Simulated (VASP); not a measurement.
Crystal: TiTe2.

```
Te Ti
1.0
     3.77700    0.00000    0.00000
    -1.88850    3.27098    0.00000
     0.00000    0.00000    6.49800
Te Ti
2 1
Direct
  0.33333 0.66667 0.73720
  0.66667 0.33333 0.26280
  0.00000 0.00000 0.00000
```

Base run:

* Program: VASP 6.6.1
* Functional: PBEsol
* Potentials or basis: VASP PAW PBE potentials, release 64 (Te, Ti_sv)
* Cutoff: 520 eV
* k mesh: 8 × 8 × 4
* Occupations: fermi-dirac, width 0.05 eV
* Spin: no spin polarisation
* Hubbard terms: Ti d U = 5.0 eV

Its results: band gap on the k mesh zero (band 12 reaches 7.62 eV, above the bottom of band 13 at 6.94 eV); pressure 1.0 GPa; largest force 0.093 eV/Å.

The run is repeated on the same cell with these changes: hubbard terms from Ti d U = 5.0 eV to Ti d U = 8.0 eV. What comes out?

Band gap on the k mesh zero (band 12 reaches 7.92 eV, above the bottom of band 13 at 7.38 eV); pressure 3.3 GPa; largest force 0.242 eV/Å.

Caveats: the PAW data sets were made with another functional, which shifts forces and pressure a little; spin-orbit coupling is left out, which moves the levels of the heavy elements; this functional lacks dispersion, which binds the layers, so the pressure and a relaxed spacing across them are unreliable; U without spin polarisation on a metal has little footing; the U is typed as a test and isn't derived for this compound.
